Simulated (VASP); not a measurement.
A run of VASP 6.6.1:

INCAR

```
SYSTEM = Ge
  ALGO = Normal
  EDIFF = 1E-6
  ENCUT = 500
  GGA = PE
  GGA_COMPAT = .False.
  ISIF = 2
  ISMEAR = 0
  LASPH = .True.
  LCHARG = .False.
  LREAL = .False.
  LWAVE = .False.
  NBANDS = 21
  NELM = 120
  PREC = Accurate
  SIGMA = 0.15
```

Contents of KPOINTS:

```
k-points
0
Gamma
  14 14 14
  0 0 0
```

Contents of POSCAR:

```
Ge
1.0
    0.0000000000      2.8287700000      2.7156192000
    2.8287700000      0.0000000000      2.7156192000
    2.8287700000      2.8287700000      0.0000000000
Ge
2
Direct
    0.5000000000      0.5000000000      0.5000000000
    0.7500000000      0.7500000000      0.7500000000
```

Potentials or basis: VASP PAW PBE potentials, release 64 (Ge_d).

The run is started by

```console
$ cat potpaw_PBE.64/Ge_d/POTCAR > POTCAR
$ mpirun -np 1 vasp_std > vasp.out
```

Hardware: 1 thread of Intel Xeon 8259CL, with other jobs on the host.

Question: Estimate the wall time of this run.

Answer: Run time: 5 min on 1 thread of Intel Xeon 8259CL (shared host), peak memory 0.29 GiB. Counts: scf iterations 12, k points 244.
